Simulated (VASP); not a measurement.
Wanted: the native input for a VASP 6.6.1 run.

```
Task                   : single point
Functional             : r2SCAN
Potentials or basis    : VASP PAW PBE potentials, release 64 (C)
Cutoff                 : 520 eV
k mesh                 : 21 × 21 × 21
Occupations            : fermi-dirac, width 0.1 eV
Spin                   : no spin polarisation
Dipole correction      : no
Further INCAR settings : ALGO = Normal; EDIFF = 1e-06; NBANDS = 8
```

The system is C.

```
C
1.0
    -1.14419    1.14419    1.14419
     1.14419   -1.14419    1.14419
     1.14419    1.14419   -1.14419
C
1
Direct
  0.00000 0.00000 0.00000
```

This cell differs from its parent crystal: volume scaled by 0.88.

The input as run:

POSCAR

```
C
1.0
   -1.1441893296      1.1441893296      1.1441893296
    1.1441893296     -1.1441893296      1.1441893296
    1.1441893296      1.1441893296     -1.1441893296
C
1
Direct
    0.0000000000      0.0000000000      0.0000000000
```

INCAR.step1

```
SYSTEM = C
PREC = Accurate
ENCUT = 520
ISMEAR = -1
SIGMA = 0.1
LREAL = .False.
LASPH = .True.
NELM = 80
NBANDS = 8
GGA = PE
ALGO = Normal
EDIFF = 1E-4
LWAVE = .True.
LCHARG = .False.
```

INCAR.step2

```
SYSTEM = C
PREC = Accurate
ENCUT = 520
EDIFF = 1E-6
ISMEAR = -1
SIGMA = 0.1
LREAL = .False.
LASPH = .True.
NELM = 80
ALGO = Normal
ISIF = 2
LWAVE = .False.
LCHARG = .True.
METAGGA = R2SCAN
LMIXTAU = .True.
LELF = .True.
LVHAR = .True.
NBANDS = 8
ISTART = 1
```

KPOINTS

```
regular mesh
0
Gamma
  21 21 21
  0 0 0
```

Potentials or basis: VASP PAW PBE potentials, release 64 (C).

Run with:

```bash
$ cat potpaw_PBE.64/C/POTCAR > POTCAR
$ cp INCAR.step1 INCAR
$ mpirun -np 1 vasp_std > vasp.out
$ cp INCAR.step2 INCAR
$ mpirun -np 1 vasp_std > vasp.out
```

It gave:

The pressure is 30.1 GPa. The band gap on the k mesh is zero (band 2 reaches 21.03 eV, above the bottom of band 3 at 4.07 eV).

Caveat: the PAW data sets were made with another functional, which shifts forces and pressure a little.

Wall time 25 s on 1 thread of Intel(R) Xeon(R) Platinum 8259CL CPU @ 2.50GHz (Skylake/Cascade Lake), with other jobs on the host, peak memory 0.12 GiB.
